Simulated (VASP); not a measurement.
# BiMo (zincblende type) (F-43m) in VASP: relaxation of cell and atoms with PBE

Aim: the relaxation of cell and atoms of BiMo (zincblende type) with PBE.

Program: VASP 6.6.1. These are calculated values, not measurements. Logs are shortened: lines on timing, memory, paths and dates and some standing lists are left out, and cuts for length are marked.

### 1 The cell of the first run

Symmetry: F-43m, No. 216, cubic system. The conventional cell has a = 6.439 Å, b = 6.439 Å, c = 6.439 Å, α = 90.00°, β = 90.00°, γ = 90.00°. Within 3.7 Å of Mo (site symmetry -43m) lie 4 Bi at 2.79 Å. Within 3.7 Å of Bi (site symmetry -43m) lie 4 Mo at 2.79 Å.

### 2 Relaxation of cell and atoms, PBE

File INCAR:

```
PREC = Accurate
ENCUT = 600
EDIFF = 1E-6
ISMEAR = -1
SIGMA = 0.08
LREAL = False
LASPH = True
NELM = 60
ALGO = Normal
ISIF = 3
LWAVE = False
LCHARG = False
GGA = PE
IBRION = 2
NSW = 100
EDIFFG = -0.005
```

File KPOINTS:

```
regular mesh
0
Gamma
  11 11 11
```

File POSCAR:

```
BiMo
1.0
    0.0000000000      3.2195088072      3.2195088072
    3.2195088072      0.0000000000      3.2195088072
    3.2195088072      3.2195088072      0.0000000000
Mo Bi
1 1
Direct
    0.0000000000      0.0000000000      0.0000000000
    0.2500000000      0.2500000000      0.2500000000
```

Potentials or basis: VASP PAW PBE potentials, release 64 (Mo_sv, Bi_d).

The run is started by

```sh
> cat potpaw_PBE.64/Mo_sv/POTCAR potpaw_PBE.64/Bi_d/POTCAR > POTCAR
> mpirun -np 1 vasp_std > vasp.out
```

OUTCAR:

```text
PREC = Accurate
   ENCUT = 600
   EDIFF = 1E-6
   ISMEAR = -1
   LREAL = False
   LASPH = True
   NELM = 60
   ISIF = 3
   GGA = PE
   IBRION = 2
   NSW = 100
   EDIFFG = -0.005

 ion  position               nearest neighbor table
   1  0.000  0.000  0.000-   2 2.79   2 2.79   2 2.79   2 2.79
   2  0.250  0.250  0.250-   1 2.79   1 2.79   1 2.79   1 2.79

  LATTYP: Found a face centered cubic cell.
 ALAT       =     6.4390176144

  Lattice vectors:

 A1 = (   0.0000000000,   3.2195088072,   3.2195088072)
 A2 = (   3.2195088072,   0.0000000000,   3.2195088072)
 A3 = (   3.2195088072,   3.2195088072,   0.0000000000)

Analysis of symmetry for initial positions (statically):
=====================================================================
 Subroutine PRICEL returns:
 Original cell was already a primitive cell.

 Routine SETGRP: Setting up the symmetry group for a
 face centered cubic supercell.

 Subroutine GETGRP returns: Found 24 space group operations
 (whereof 24 operations were pure point group operations)
 out of a pool of 48 trial point group operations.

The static configuration has the point symmetry T_d .

Analysis of symmetry for dynamics (positions and initial velocities):
=====================================================================
 Subroutine PRICEL returns:
 Original cell was already a primitive cell.

 Routine SETGRP: Setting up the symmetry group for a
 face centered cubic supercell.

 Subroutine GETGRP returns: Found 24 space group operations
 (whereof 24 operations were pure point group operations)
 out of a pool of 48 trial point group operations.

The dynamic configuration has the point symmetry T_d .

 Subroutine INISYM returns: Found 24 space group operations
 (whereof 24 operations are pure point group operations),
 and found     1 'primitive' translations

----------------------------------------------------------------------------------------

                                     Primitive cell

  volume of cell :      66.7419

  direct lattice vectors                    reciprocal lattice vectors
     0.000000000  3.219508807  3.219508807    -0.155303194  0.155303194  0.155303194
     3.219508807  0.000000000  3.219508807     0.155303194 -0.155303194  0.155303194
     3.219508807  3.219508807  0.000000000     0.155303194  0.155303194 -0.155303194

  length of vectors
     4.553073019  4.553073019  4.553073019     0.268993022  0.268993022  0.268993022

  position of ions in fractional coordinates (direct lattice)
     0.000000000  0.000000000  0.000000000
     0.250000000  0.250000000  0.250000000

  ion indices of the primitive-cell ions
   primitive index   ion index
                 1           1
                 2           2

----------------------------------------------------------------------------------------

 KPOINTS: regular mesh

Automatic generation of k-mesh.
 Grid dimensions read from file:
 generate k-points for:   11   11   11

 Generating k-lattice:

  Cartesian coordinates                     Fractional coordinates (reciprocal lattice)
    -0.014118472  0.014118472  0.014118472     0.090909091  0.000000000  0.000000000
     0.014118472 -0.014118472  0.014118472     0.000000000  0.090909091  0.000000000
     0.014118472  0.014118472 -0.014118472     0.000000000  0.000000000  0.090909091

  Length of vectors
     0.024453911  0.024453911  0.024453911

  Shift w.r.t. Gamma in fractional coordinates (k-lattice)
     0.000000000  0.000000000  0.000000000

 Subroutine IBZKPT returns following result:
 ===========================================

 Found     56 irreducible k-points:

 Following reciprocal coordinates:
            Coordinates               Weight
  0.000000  0.000000  0.000000      1.000000
  0.090909  0.000000  0.000000      8.000000
  0.181818  0.000000  0.000000      8.000000
  0.272727  0.000000  0.000000      8.000000
  0.363636  0.000000  0.000000      8.000000
  0.454545  0.000000  0.000000      8.000000
[... 16 lines left out ...]
 -0.272727  0.181818  0.000000     24.000000
 -0.181818  0.181818  0.000000     12.000000
 [... further k-points ...]
   k-points           NKPTS =     56   k-points in BZ     NKDIM =     56   number of bands    NBANDS=     18
   number of dos      NEDOS =    301   number of ions     NIONS =      2
   total plane-waves  NPLWV =  46656
   dimension x,y,z NGX =    36 NGY =   36 NGZ =   36
   dimension x,y,z NGXF=    72 NGYF=   72 NGZF=   72
   ions per type =               1   1
   NGX,Y,Z   is equivalent  to a cutoff of  13.14, 13.14, 13.14 a.u.
   NGXF,Y,Z  is equivalent  to a cutoff of  26.29, 26.29, 26.29 a.u.
 SYSTEM =  unknown system
   PREC   = accura    normal or accurate (medium, high low for compatibility)
   ISTART =      0    job   : 0-new  1-cont  2-samecut
   ICHARG =      2    charge: 1-file 2-atom 10-const
   ISPIN  =      1    spin polarized calculation?
   LNONCOLLINEAR =      F non collinear calculations
   LSORBIT =      F    spin-orbit coupling
   LASPH  =      T    aspherical Exc in radial PAW
   ENCUT  =  600.0 eV  44.10 Ry    6.64 a.u.   9.09  9.09  9.09*2*pi/ulx,y,z
   NELM   =     60;   NELMIN=  2; NELMDL= -5     # of ELM steps
   EDIFF  = 0.1E-05   stopping-criterion for ELM
   LREAL  =      F    real-space projection
   EDIFFG = -.5E-02   stopping-criterion for IOM
   NSW    =    100    number of steps for IOM
   IBRION =      2    ionic relax: 0-MD 1-quasi-New 2-CG
   NFREE  =      1    steps in history (QN), initial steepest desc. (CG)
   ISIF   =      3    stress and relaxation
   ISYM   =      2    0-nonsym 1-usesym 2-fastsym
   POTIM  = 0.5000    time-step for ionic-motion
   TEBEG  =    0.0;   TEEND  =   0.0 temperature during run
   PSTRESS=    0.0 pullay stress
   NELECT =      29.0000    total number of electrons
   NUPDOWN=      -1.0000    fix difference up-down
   EMIN   =  10.00;   EMAX   =-10.00  energy-range for DOS
   EFERMI =   0.00;   METHOD = LEGACY
   ISMEAR =    -1;   SIGMA  =   0.08  broadening in eV -4-tet -1-fermi 0-gaus
   EFERMI_NEDOS =   21; number of points for ismear=-14 and -15
   IALGO  =     38    algorithm
   IMIX   =      4    mixing-type and parameters
     AMIX     =   0.40;   BMIX     =  1.00
     AMIX_MAG =   1.60;   BMIX_MAG =  1.00
  volume/ion in A,a.u.               =      33.37       225.20
  Fermi-wavevector in a.u.,A,eV,Ry     =   1.239961  2.343186 20.918988  1.537502
  Thomas-Fermi vector in A             =   2.374422
   LORBIT       =      0    0 simple, 1 ext, 2 COOP (PROOUT), +10 PAW based schemes
   GGA     = PE    functional components
   LHFCALC =     F    Hartree Fock is set to
   AEXX    =    0.0000 exact exchange contribution
   IVDW    =     0    specifies the selected vdW correction
   LEPSILON=     F    determine dielectric tensor
   LRPA    =     F    only Hartree local field effects (RPA)
 conjugate gradient relaxation of ions
 non-spin polarized calculation
  energy-cutoff  :      600.00
  volume of cell :       66.74
 maximum number of plane-waves:      2247
   NGX = 19   NGY = 19   NGZ = 19

--------------------------------------- Ionic step        1  -------------------------------------------

 number of electron      29.0000004 magnetization

 Free energy of the ion-electron system (eV)
  ---------------------------------------------------
  ext. energy  EPLUGINS =         0.00000000
  ---------------------------------------------------
  free energy    TOTEN  =       -11.45663289 eV

  energy without entropy =      -11.31614739  energy(sigma->0) =      -11.38639014

------------------------ aborting loop because EDIFF is reached ----------------------------------------

  FORCE on cell =-STRESS in cart. coord.  units (eV):
  Direction    XX          YY          ZZ          XY          YZ          ZX
  --------------------------------------------------------------------------------------
  -------------------------------------------------------------------------------------
  Total       -1.3778719     -1.3778719     -1.3778719      0.0000000      0.0000000     -0.0000000
  in kB      -33.0765772    -33.0765772    -33.0765772      0.0000000      0.0000000     -0.0000000
  external PRESSURE =     -33.0765772 kB  Pullay stress =       0.0000000 kB

 VOLUME and BASIS-vectors are now :
 -----------------------------------------------------------------------------
  energy-cutoff  :      600.00
  volume of cell :       66.74
      direct lattice vectors                 reciprocal lattice vectors
     0.000000000  3.219508807  3.219508807    -0.155303194  0.155303194  0.155303194
     3.219508807  0.000000000  3.219508807     0.155303194 -0.155303194  0.155303194
     3.219508807  3.219508807  0.000000000     0.155303194  0.155303194 -0.155303194
[... 37 lines left out ...]
 POSITION                                       TOTAL-FORCE (eV/Angst)
 -----------------------------------------------------------------------------------
      0.00000      0.00000      0.00000        -0.000000     -0.000000     -0.000000
      1.55625      1.55625      1.55625         0.000000      0.000000      0.000000
 -----------------------------------------------------------------------------------
    total drift:                                0.000000      0.000000      0.000000

  FREE ENERGIE OF THE ION-ELECTRON SYSTEM (eV)
  ---------------------------------------------------
  free  energy   TOTEN  =       -11.4713224029 eV

  energy  without entropy=      -11.3415526595  energy(sigma->0) =      -11.40643753

--------------------------------------- Ionic step        3  -------------------------------------------

 number of electron      29.0000001 magnetization

 Free energy of the ion-electron system (eV)
  ---------------------------------------------------
  ext. energy  EPLUGINS =         0.00000000
  ---------------------------------------------------
  free energy    TOTEN  =       -11.49717843 eV

  energy without entropy =      -11.36303742  energy(sigma->0) =      -11.43010793

 E-fermi :   5.5589     XC(G=0):  -9.6001

 val. band max:        5.5508952762   @ k =  -0.3636   0.4545   0.0909
 cond. band min:       5.5601322569   @ k =  -0.4545   0.0909   0.0000
 fundamental gap:      0.0092369807
 Fermi energy:         5.5588524892

 k-point     1 :       0.0000    0.0000    0.0000
  band No.  band energies     occupation
      1     -55.0531      2.00000
      2     -29.1934      2.00000
      3     -29.1934      2.00000
      4     -29.1934      2.00000
      5     -16.6164      2.00000
      6     -16.6164      2.00000
[... 10 lines left out ...]
     17      10.7279      0.00000
     18      10.7279      0.00000
[... 463 lines left out ...]
 k-point    24 :      -0.1818    0.1818    0.0000
  band No.  band energies     occupation
      1     -55.0529      2.00000
      2     -29.1970      2.00000
      3     -29.1942      2.00000
      4     -29.1934      2.00000
      5     -16.6287      2.00000
      6     -16.6206      2.00000
[... 10 lines left out ...]
     17       7.7845      0.00000
     18       9.6886      0.00000

 [... further k-points ...]

------------------------ aborting loop because EDIFF is reached ----------------------------------------

  FORCE on cell =-STRESS in cart. coord.  units (eV):
  Direction    XX          YY          ZZ          XY          YZ          ZX
  --------------------------------------------------------------------------------------
  -------------------------------------------------------------------------------------
  Total       -0.0051909     -0.0051909     -0.0051909      0.0000000      0.0000000     -0.0000000
  in kB       -0.1319514     -0.1319514     -0.1319514      0.0000000      0.0000000     -0.0000000
  external PRESSURE =      -0.1319514 kB  Pullay stress =       0.0000000 kB

 VOLUME and BASIS-vectors are now :
 -----------------------------------------------------------------------------
  energy-cutoff  :      600.00
  volume of cell :       63.03
      direct lattice vectors                 reciprocal lattice vectors
    -0.000000000  3.158665436  3.158665436    -0.158294701  0.158294701  0.158294701
     3.158665436  0.000000000  3.158665436     0.158294701 -0.158294701  0.158294701
     3.158665436  3.158665436  0.000000000     0.158294701  0.158294701 -0.158294701

 POSITION                                       TOTAL-FORCE (eV/Angst)
 -----------------------------------------------------------------------------------
      0.00000      0.00000      0.00000        -0.000000     -0.000000     -0.000000
      1.57933      1.57933      1.57933         0.000000      0.000000      0.000000
 -----------------------------------------------------------------------------------
    total drift:                               -0.000000     -0.000000     -0.000000

  FREE ENERGIE OF THE ION-ELECTRON SYSTEM (eV)
  ---------------------------------------------------
  free  energy   TOTEN  =       -11.4971784321 eV

  energy  without entropy=      -11.3630374193  energy(sigma->0) =      -11.43010793

 reached required accuracy - stopping structural energy minimisation
```

Wall time 2.4 min (1 thread of AMD EPYC 7R13 (Zen 3), shared host); peak memory 0.24 GiB.

Results:

- Free energy: -11.4972 eV
- Relaxed volume: 31.51 Å³/atom
- Relaxed cell: a = 4.467 Å, b = 4.467 Å, c = 4.467 Å, α = 60.00°, β = 60.00°, γ = 60.00°
- Space group after relaxing (to 0.1 Å): F-43m (No. 216)
- Energy gained by relaxing: 20.3 meV/atom
- Ionic steps: 3
- Pressure after relaxing: 0.0 GPa
- Band gap on the k mesh: zero (an odd number of electrons rules out a gap without spin polarisation)

Step by step:
```
step  energy change (eV)  largest force (eV/Å)  pressure (GPa)  volume (Å³)
   1              0.0000                0.0000           -3.31        66.74
   2             -0.0147                0.0000            3.22        60.31
   3             -0.0405                0.0000           -0.01        63.03
```

Final structure:
```
Mo Bi
1.0
     0.00000    3.15867    3.15867
     3.15867    0.00000    3.15867
     3.15867    3.15867    0.00000
Mo Bi
1 1
Direct
  0.00000 0.00000 0.00000
  0.25000 0.25000 0.25000
```

Levels at points of the mesh, in eV from the Fermi level:
| k point | band 13 | band 14 | band 15 | band 16 | band 17 | band 18 |
| --- | --- | --- | --- | --- | --- | --- |
| (0.00, 0.00, 0.00) | -2.38 | -0.10 | -0.10 | 2.41 | 5.17 | 5.17 |

Caveat: spin-orbit coupling is left out, which moves the levels of the heavy elements.
